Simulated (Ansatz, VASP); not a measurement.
**Two plane-wave programs on I**

```
CELL_PARAMETERS angstrom
-1.50679 1.50679 4.35684
1.50679 -1.50679 4.35684
1.50679 1.50679 -4.35684
ATOMIC_POSITIONS crystal
I 0.00000 0.00000 0.00000
```

Alike in both runs: task single point; functional PBE; k mesh 18 × 18 × 18; occupations gaussian, width 0.1 eV; no spin polarisation.

```csv
,VASP,Ansatz
version,VASP 6.6.1,Ansatz 0.2.0
potentials or method,"VASP PAW PBE potentials, release 64 (I), cutoff 520 eV","scalar-relativistic, plane waves, PAW"
valence electrons in the cell,7,17
```

Ansatz gave:

| Quantity | Value |
| --- | --- |
| gap on the k mesh at the Fermi level (eV) | none |
| pressure (GPa) | 7.6 |
| traceless stress, the component that is largest in VASP (GPa) | -7.57 |

**Question.** What did VASP give for the same quantities?

**Answer.** gap on the k mesh at the Fermi level (eV): none; pressure (GPa): 7.6; traceless stress, the component that is largest in VASP (GPa): -7.52.

A gap of «none» marks a metal or a gap that the smearing closes. VASP's potentials hold 7 valence electrons a cell and Ansatz's 17, so a difference there can come from the potentials and not from the codes.

Neither program's run includes spin-orbit coupling.
